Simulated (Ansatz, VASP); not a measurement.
**KF: VASP beside Ansatz**

The input INCAR:

```
PREC = Accurate
ENCUT = 520
EDIFF = 1E-7
ISMEAR = 0
SIGMA = 0.05
LREAL = False
LASPH = True
NELM = 100
ALGO = Normal
ISIF = 2
LWAVE = False
LCHARG = False
GGA = PE
NBANDS = 15
```

The input KPOINTS:

```
regular mesh
0
Gamma
  8 8 8
```

POSCAR

```
KF
1.0
    0.0000000000      2.7105354767      2.6088903963
    2.8054042184      0.0000000000      2.6088903963
    2.8054042184      2.7105354767      0.0000000000
K F
1 1
Direct
    0.0000000000      0.0000000000      0.0000000000
    0.5000000000      0.5000000000      0.5000000000
```

Input for Ansatz:

```yaml
crystal:
  lattice:
    - [0.0, 2.7105354767, 2.6088903963]
    - [2.8054042184, 0.0, 2.6088903963]
    - [2.8054042184, 2.7105354767, 0.0]
  atoms:
    - { symbol: K, position: [0.0, 0.0, 0.0] }
    - { symbol: F, position: [0.5, 0.5, 0.5] }
basis:
  ecutwfc: 520.0
kpoints:
  mp_grid: { grid: [8, 8, 8] }
hamiltonian:
  xc: pbe
scf:
  occupations: { method: gaussian, width: 0.05 }
output:
  forces: true
  stress: true
  eigenvalues: true
```

Change from the starting cell: normal strain along x +0.0350, normal strain along z -0.0375.

Alike in both runs: task single point; functional PBE; k mesh 8 × 8 × 8; occupations gaussian, width 0.05 eV; no spin polarisation.

|  | VASP | Ansatz |
| --- | --- | --- |
| version | VASP 6.6.1 | Ansatz 0.2.0 |
| potentials or method | VASP PAW PBE potentials, release 64 (K_sv, F), cutoff 520 eV | scalar-relativistic, plane waves, PAW |
| valence electrons in the cell | 16 | 16 |

|  | VASP | Ansatz | Ansatz less VASP |
| --- | --- | --- | --- |
| gap on the k mesh at the Fermi level (eV) | 5.89 | 5.91 | +0.015 |
| least direct gap on the mesh (eV) | 5.89 | 5.91 | +0.015 |
| pressure (GPa) | 0.4 | 0.4 | -0.02 |
| traceless stress, the component that is largest in VASP (GPa) | 1.94 | 1.86 | -0.077 |

With one functional, cell and mesh, what is left measures potentials, basis and numerics.
